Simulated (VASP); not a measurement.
# SnSe (Fm-3m) in VASP: a series of runs, part 2 of 2

VASP 6.6.1. Earlier steps stand in the parts before.

## Step 4: Single point, r2SCAN

This run uses another cell than the first one, of 27.54 Å³/atom, 1.063 times its volume.

File POSCAR:

```
SnSe
1.0
    0.0000000000      3.0200000735      3.0200000735
    3.0200000735      0.0000000000      3.0200000735
    3.0200000735      3.0200000735      0.0000000000
Sn Se
1 1
Direct
    0.0000000000      0.0000000000      0.0000000000
    0.5000000000      0.5000000000      0.5000000000
```

File INCAR.step1:

```
PREC = Accurate
ENCUT = 520
ISMEAR = 0
SIGMA = 0.01
LREAL = F
LASPH = T
NELM = 60
NBANDS = 17
GGA = PE
ALGO = Normal
EDIFF = 1E-4
LWAVE = T
LCHARG = F
```

File INCAR.step2:

```
PREC = Accurate
ENCUT = 520
EDIFF = 1E-6
ISMEAR = 0
SIGMA = 0.01
LREAL = F
LASPH = T
NELM = 60
ALGO = Normal
ISIF = 2
LWAVE = F
LCHARG = T
METAGGA = R2SCAN
LMIXTAU = T
LELF = T
LVHAR = T
NBANDS = 17
ISTART = 1
```

File KPOINTS:

```
regular mesh
0
Gamma
  6 6 6
```

The run is started by

```sh
$ cat potpaw_PBE.64/Sn_d/POTCAR potpaw_PBE.64/Se/POTCAR > POTCAR
$ cp INCAR.step1 INCAR
$ mpirun -np 1 vasp_std > vasp.out
$ cp INCAR.step2 INCAR
$ mpirun -np 1 vasp_std > vasp.out
```

Wall time 36 s (1 thread of Intel Xeon Platinum 8488C (Sapphire Rapids), shared host); peak memory 0.18 GiB.

Results (log left out):

| Quantity | Value |
| --- | --- |
| Free energy | -39.8888 eV |
| Pressure | -0.9 GPa |
| Band gap on the k mesh | 0.41 eV, direct |

Levels at points of the mesh, in eV from the valence-band top:
| k point | band 6 | band 7 | band 8 | band 9 | band 10 | band 11 | band 12 | band 13 | band 14 | band 15 |
| --- | --- | --- | --- | --- | --- | --- | --- | --- | --- | --- |
| (0.00, 0.00, 0.00) | -14.67 | -5.30 | -2.62 | -2.62 | -2.62 | 4.31 | 4.31 | 4.31 | 6.05 | 6.05 |
| (0.50, 0.00, 0.00) | -13.72 | -8.53 | -2.36 | -2.36 | 0.00 | 0.41 | 1.14 | 1.14 | 8.53 | 10.36 |
| (0.50, 0.50, 0.00) | -13.43 | -6.36 | -5.88 | -4.06 | -4.06 | 3.14 | 5.39 | 5.39 | 6.07 | 10.58 |

Caveat: the PAW data sets were made with another functional, which shifts forces and pressure a little; spin-orbit coupling is left out, which moves the levels of the heavy elements.

## Step 5: Single point, r2SCAN

This run uses another cell than the first one, of 28.36 Å³/atom, 1.095 times its volume.

File POSCAR:

```
SnSe
1.0
    0.0000000000      3.0496098055      3.0496098055
    3.0496098055      0.0000000000      3.0496098055
    3.0496098055      3.0496098055      0.0000000000
Sn Se
1 1
Direct
    0.0000000000      0.0000000000      0.0000000000
    0.5000000000      0.5000000000      0.5000000000
```

File INCAR.step1:

```
SYSTEM = SnSe
PREC = Accurate
ENCUT = 520
ISMEAR = 0
SIGMA = 0.01
LREAL = .False.
LASPH = .True.
NELM = 100
NBANDS = 17
GGA = PE
ALGO = Normal
EDIFF = 1E-4
LWAVE = .True.
LCHARG = .False.
```

File INCAR.step2:

```
SYSTEM = SnSe
PREC = Accurate
ENCUT = 520
EDIFF = 1E-6
ISMEAR = 0
SIGMA = 0.01
LREAL = .False.
LASPH = .True.
NELM = 100
ALGO = Normal
ISIF = 2
LWAVE = .False.
LCHARG = .False.
METAGGA = R2SCAN
LMIXTAU = .True.
NBANDS = 17
ISTART = 1
```

File KPOINTS:

```
Automatic mesh
0
Gamma
  6 6 6
  0 0 0
```

Potentials or basis: VASP PAW PBE potentials, release 64 (Sn_d, Se).

The run is started by

```sh
$ cat potpaw_PBE.64/Sn_d/POTCAR potpaw_PBE.64/Se/POTCAR > POTCAR
$ cp INCAR.step1 INCAR
$ mpirun -np 1 vasp_std > vasp.out
$ cp INCAR.step2 INCAR
$ mpirun -np 1 vasp_std > vasp.out
```

OUTCAR:

```text
SYSTEM = SnSe
   PREC = Accurate
   ENCUT = 520
   EDIFF = 1E-6
   ISMEAR = 0
   LREAL = .False.
   LASPH = .True.
   NELM = 100
   ISIF = 2
   METAGGA = R2SCAN
   ISTART = 1

 ion  position               nearest neighbor table
   1  0.000  0.000  0.000-   2 3.05   2 3.05   2 3.05   2 3.05   2 3.05   2 3.05
   2  0.500  0.500  0.500-   1 3.05   1 3.05   1 3.05   1 3.05   1 3.05   1 3.05

  LATTYP: Found a face centered cubic cell.
 ALAT       =     6.0992196110

  Lattice vectors:

 A1 = (   0.0000000000,   3.0496098055,   3.0496098055)
 A2 = (   3.0496098055,   0.0000000000,   3.0496098055)
 A3 = (   3.0496098055,   3.0496098055,   0.0000000000)

Analysis of symmetry for initial positions (statically):
=====================================================================
 Subroutine PRICEL returns:
 Original cell was already a primitive cell.

 Routine SETGRP: Setting up the symmetry group for a
 face centered cubic supercell.

 Subroutine GETGRP returns: Found 48 space group operations
 (whereof 48 operations were pure point group operations)
 out of a pool of 48 trial point group operations.

The static configuration has the point symmetry O_h .

[... 149 lines left out ...]
  energy without entropy =      -39.87238080  energy(sigma->0) =      -39.87238080

 E-fermi :   5.3338     XC(G=0): -10.0051

 val. band max:        5.2897833423   @ k =   0.5000   0.0000   0.0000
 cond. band min:       5.5696473165   @ k =   0.5000   0.0000   0.0000
 fundamental gap:      0.2798639742
 Fermi energy:         5.3337514957

 k-point     1 :       0.0000    0.0000    0.0000
  band No.  band energies     occupation
      1     -17.2923      2.00000
      2     -17.2923      2.00000
      3     -17.2916      2.00000
      4     -17.2916      2.00000
      5     -17.2916      2.00000
      6      -9.1928      2.00000
[... 297 lines left out ...]
      4     -17.2817      2.00000
      5     -17.2765      2.00000
      6      -8.0257      2.00000
[... 9 lines left out ...]
     16      16.5497      0.00000
     17      18.2146      0.00000

------------------------ aborting loop because EDIFF is reached ----------------------------------------

  FORCE on cell =-STRESS in cart. coord.  units (eV):
  Direction    XX          YY          ZZ          XY          YZ          ZX
  --------------------------------------------------------------------------------------
  -------------------------------------------------------------------------------------
  Total       -0.8223363     -0.8223363     -0.8223363     -0.0000000     -0.0000000     -0.0000000
  in kB      -23.2272202    -23.2272202    -23.2272202     -0.0000000     -0.0000000     -0.0000000
  external PRESSURE =     -23.2272202 kB  Pullay stress =       0.0000000 kB

 VOLUME and BASIS-vectors are now :
 -----------------------------------------------------------------------------
  energy-cutoff  :      520.00
  volume of cell :       56.72
      direct lattice vectors                 reciprocal lattice vectors
     0.000000000  3.049609805  3.049609805    -0.163955401  0.163955401  0.163955401
     3.049609805  0.000000000  3.049609805     0.163955401 -0.163955401  0.163955401
     3.049609805  3.049609805  0.000000000     0.163955401  0.163955401 -0.163955401

 POSITION                                       TOTAL-FORCE (eV/Angst)
 -----------------------------------------------------------------------------------
      0.00000      0.00000      0.00000         0.000000      0.000000      0.000000
      3.04961      3.04961      3.04961        -0.000000     -0.000000     -0.000000
 -----------------------------------------------------------------------------------
    total drift:                                0.000000     -0.000000     -0.000000

  FREE ENERGIE OF THE ION-ELECTRON SYSTEM (eV)
  ---------------------------------------------------
  free  energy   TOTEN  =       -39.8723807951 eV

  energy  without entropy=      -39.8723807951  energy(sigma->0) =      -39.87238080
```

OSZICAR.step1:

```text
N       E                     dE             d eps       ncg     rms          rms(c)
DAV:   1     0.131579818507E+03    0.13158E+03   -0.99681E+03   553   0.144E+03
DAV:   2     0.459279754079E+01   -0.12699E+03   -0.12257E+03   584   0.344E+02
DAV:   3    -0.808586868033E+01   -0.12679E+02   -0.12607E+02   637   0.950E+01
DAV:   4    -0.842191399272E+01   -0.33605E+00   -0.33578E+00   684   0.163E+01
DAV:   5    -0.843175643452E+01   -0.98424E-02   -0.98420E-02   780   0.271E+00    0.295E+00
DAV:   6    -0.822976571583E+01    0.20199E+00   -0.52329E-01   750   0.405E+00    0.174E+00
DAV:   7    -0.822903540260E+01    0.73031E-03   -0.82710E-02   639   0.127E+00    0.893E-01
DAV:   8    -0.823116502870E+01   -0.21296E-02   -0.91413E-03   640   0.815E-01    0.122E-01
DAV:   9    -0.823094667034E+01    0.21836E-03   -0.15419E-03   749   0.294E-01    0.530E-02
DAV:  10    -0.823102545233E+01   -0.78782E-04   -0.18716E-04   596   0.754E-02
   1 F= -.82310255E+01 E0= -.82310255E+01  d E =-.224293E-14
```

Wall time 38 s (1 thread of Intel Xeon Platinum 8488C (Sapphire Rapids), shared host); peak memory 0.18 GiB.

Results:

| Item | Value |
| --- | --- |
| Free energy | -39.8724 eV |
| Pressure | -2.3 GPa |
| Band gap on the k mesh | 0.28 eV, direct |

Caveat: the PAW data sets were made with another functional, which shifts forces and pressure a little; spin-orbit coupling is left out, which moves the levels of the heavy elements. A k mesh can miss the band edges.

## Step 6: Single point, r2SCAN

This run uses another cell than the first one, of 29.18 Å³/atom, 1.126 times its volume.

File POSCAR:

```
SnSe
1.0
    0.0000000000      3.0786554565      3.0786554565
    3.0786554565      0.0000000000      3.0786554565
    3.0786554565      3.0786554565      0.0000000000
Sn Se
1 1
Direct
    0.0000000000      0.0000000000      0.0000000000
    0.5000000000      0.5000000000      0.5000000000
```

File INCAR.step1:

```
SYSTEM = SnSe
ALGO     = Normal         ! electronic algorithm
EDIFF    = 1E-4           ! SCF threshold, eV
ENCUT    = 520            ! plane-wave cutoff, eV
GGA      = PE             ! functional
ISMEAR   = 0              ! smearing method
LASPH    = .True.         ! aspherical terms in the spheres
LCHARG   = .False.        ! write CHGCAR
LREAL    = .False.        ! projectors in reciprocal space
LWAVE    = .True.         ! write WAVECAR
NBANDS   = 17             ! bands
NELM     = 60             ! most SCF steps
PREC     = Accurate       ! precision mode
SIGMA    = 0.01           ! smearing width, eV
```

File INCAR.step2:

```
SYSTEM = SnSe
ALGO     = Normal         ! electronic algorithm
EDIFF    = 1E-7           ! SCF threshold, eV
ENCUT    = 520            ! plane-wave cutoff, eV
ISIF     = 2              ! what is computed and relaxed
ISMEAR   = 0              ! smearing method
ISTART   = 1            
LASPH    = .True.         ! aspherical terms in the spheres
LCHARG   = .False.        ! write CHGCAR
LMIXTAU  = .True.       
LREAL    = .False.        ! projectors in reciprocal space
LWAVE    = .False.        ! write WAVECAR
METAGGA  = R2SCAN         ! meta-GGA
NBANDS   = 17             ! bands
NELM     = 60             ! most SCF steps
PREC     = Accurate       ! precision mode
SIGMA    = 0.01           ! smearing width, eV
```

File KPOINTS:

```
k-points
0
Gamma
  6 6 6
  0 0 0
```

Potentials or basis: VASP PAW PBE potentials, release 64 (Sn_d, Se).

The run is started by

```sh
$ cat potpaw_PBE.64/Sn_d/POTCAR potpaw_PBE.64/Se/POTCAR > POTCAR
$ cp INCAR.step1 INCAR
$ mpirun -np 1 vasp_std > vasp.out
$ cp INCAR.step2 INCAR
$ mpirun -np 1 vasp_std > vasp.out
```

OUTCAR:

```text
SYSTEM = SnSe
   EDIFF = 1E-7
   ENCUT = 520
   ISIF = 2
   ISMEAR = 0
   ISTART = 1
   LASPH = .True.
   LREAL = .False.
   METAGGA = R2SCAN
   NELM = 60
   PREC = Accurate

 ion  position               nearest neighbor table
   1  0.000  0.000  0.000-   2 3.08   2 3.08   2 3.08   2 3.08   2 3.08   2 3.08
   2  0.500  0.500  0.500-   1 3.08   1 3.08   1 3.08   1 3.08   1 3.08   1 3.08

  LATTYP: Found a face centered cubic cell.
 ALAT       =     6.1573109130

  Lattice vectors:

 A1 = (   0.0000000000,   3.0786554565,   3.0786554565)
 A2 = (   3.0786554565,   0.0000000000,   3.0786554565)
 A3 = (   3.0786554565,   3.0786554565,   0.0000000000)

Analysis of symmetry for initial positions (statically):
=====================================================================
 Subroutine PRICEL returns:
 Original cell was already a primitive cell.

 Routine SETGRP: Setting up the symmetry group for a
 face centered cubic supercell.

 Subroutine GETGRP returns: Found 48 space group operations
 (whereof 48 operations were pure point group operations)
 out of a pool of 48 trial point group operations.

The static configuration has the point symmetry O_h .

Analysis of symmetry for dynamics (positions and initial velocities):
=====================================================================
 Subroutine PRICEL returns:
 Original cell was already a primitive cell.

 Routine SETGRP: Setting up the symmetry group for a
 face centered cubic supercell.

 Subroutine GETGRP returns: Found 48 space group operations
 (whereof 48 operations were pure point group operations)
 out of a pool of 48 trial point group operations.

The dynamic configuration has the point symmetry O_h .

 Subroutine INISYM returns: Found 48 space group operations
 (whereof 48 operations are pure point group operations),
 and found     1 'primitive' translations

----------------------------------------------------------------------------------------

[... 102 lines left out ...]
     AMIX     =   0.40;   BMIX     =  1.00
     AMIX_MAG =   1.60;   BMIX_MAG =  1.00
  volume/ion in A,a.u.               =      29.18       196.92
  Fermi-wavevector in a.u.,A,eV,Ry     =   1.145637  2.164940 17.857434  1.312484
  Thomas-Fermi vector in A             =   2.282325
   LORBIT       =      0    0 simple, 1 ext, 2 COOP (PROOUT), +10 PAW based schemes
   METAGGA = R2SCAN    functional components
   LHFCALC =     F    Hartree Fock is set to
   AEXX    =    0.0000 exact exchange contribution
   IVDW    =     0    specifies the selected vdW correction
   LEPSILON=     F    determine dielectric tensor
   LRPA    =     F    only Hartree local field effects (RPA)
 non-spin polarized calculation
 Gauss-broadening in eV      SIGMA  =   0.01
  energy-cutoff  :      520.00
  volume of cell :       58.36
 maximum number of plane-waves:      1591
   NGX = 17   NGY = 17   NGZ = 17

 number of electron      19.9999992 magnetization

 Free energy of the ion-electron system (eV)
  ---------------------------------------------------
  ext. energy  EPLUGINS =         0.00000000
  ---------------------------------------------------
  free energy    TOTEN  =       -39.84303959 eV

  energy without entropy =      -39.84303959  energy(sigma->0) =      -39.84303959

 E-fermi :   5.0789     XC(G=0):  -9.8680

 val. band max:        5.0003622696   @ k =   0.5000   0.0000   0.0000
 cond. band min:       5.1627272476   @ k =   0.5000   0.0000   0.0000
 fundamental gap:      0.1623649780
 Fermi energy:         5.0788963745

 k-point     1 :       0.0000    0.0000    0.0000
  band No.  band energies     occupation
      1     -17.6083      2.00000
      2     -17.6082      2.00000
      3     -17.6082      2.00000
      4     -17.6076      2.00000
      5     -17.6076      2.00000
      6      -9.3079      2.00000
[... 297 lines left out ...]
      4     -17.5995      2.00000
      5     -17.5949      2.00000
      6      -8.2238      2.00000
[... 9 lines left out ...]
     16      16.0915      0.00000
     17      17.8389      0.00000

------------------------ aborting loop because EDIFF is reached ----------------------------------------

  FORCE on cell =-STRESS in cart. coord.  units (eV):
  Direction    XX          YY          ZZ          XY          YZ          ZX
  --------------------------------------------------------------------------------------
  -------------------------------------------------------------------------------------
  Total       -1.2704609     -1.2704609     -1.2704609     -0.0000000      0.0000000     -0.0000000
  in kB      -34.8785667    -34.8785667    -34.8785667     -0.0000000      0.0000000     -0.0000000
  external PRESSURE =     -34.8785667 kB  Pullay stress =       0.0000000 kB

 VOLUME and BASIS-vectors are now :
 -----------------------------------------------------------------------------
  energy-cutoff  :      520.00
  volume of cell :       58.36
      direct lattice vectors                 reciprocal lattice vectors
     0.000000000  3.078655456  3.078655456    -0.162408560  0.162408560  0.162408560
     3.078655456  0.000000000  3.078655456     0.162408560 -0.162408560  0.162408560
     3.078655456  3.078655456  0.000000000     0.162408560  0.162408560 -0.162408560

 POSITION                                       TOTAL-FORCE (eV/Angst)
 -----------------------------------------------------------------------------------
      0.00000      0.00000      0.00000        -0.000000      0.000000      0.000000
      3.07866      3.07866      3.07866         0.000000     -0.000000     -0.000000
 -----------------------------------------------------------------------------------
    total drift:                                0.000000     -0.000000     -0.000000

  FREE ENERGIE OF THE ION-ELECTRON SYSTEM (eV)
  ---------------------------------------------------
  free  energy   TOTEN  =       -39.8430395893 eV

  energy  without entropy=      -39.8430395893  energy(sigma->0) =      -39.84303959
```

Run time: 46 s. Hardware: 1 thread of Intel Xeon Platinum 8488C (Sapphire Rapids), shared host; peak memory 0.18 GiB.

Results:

```
Free energy            : -39.8430 eV
Pressure               : -3.5 GPa
Band gap on the k mesh : 0.16 eV, direct
```

Levels at points of the mesh, in eV from the valence-band top:
```csv
k point,band 7,band 8,band 9,band 10,band 11,band 12,band 13,band 14
"(0.00, 0.00, 0.00)",-5.52,-2.47,-2.47,-2.47,4.06,4.06,4.06,6.09
"(0.50, 0.00, 0.00)",-8.26,-2.22,-2.22,0.00,0.16,1.14,1.14,8.33
"(0.50, 0.50, 0.00)",-6.38,-5.51,-3.81,-3.81,3.30,5.04,5.04,5.66
```

Caveat: the PAW data sets were made with another functional, which shifts forces and pressure a little; spin-orbit coupling is left out, which moves the levels of the heavy elements. A k mesh can miss the band edges.

## Step 7: Summary

```tsv
cell	gap on the mesh (eV)	pressure (GPa)
a = 4.185 Å, angles 60.0°, 2 atoms	0.70	2.6
a = 4.228 Å, angles 60.0°, 2 atoms	0.55	0.7
a = 4.271 Å, angles 60.0°, 2 atoms	0.41	-0.9
a = 4.313 Å, angles 60.0°, 2 atoms	0.28	-2.3
a = 4.354 Å, angles 60.0°, 2 atoms	0.16	-3.5
```

Alike in all rows: task single point; level r2SCAN; potentials or basis VASP PAW PBE potentials, release 64 (Sn_d, Se); no spin polarisation; k mesh 6 × 6 × 6; cutoff (eV) 520; smearing gaussian 0.01 eV.

Caveats: the PAW data sets were made with another functional, which shifts forces and pressure a little; spin-orbit coupling is left out, which moves the levels of the heavy elements.

Total energies depend on the potentials used, so only differences within one code and one set of settings carry meaning.
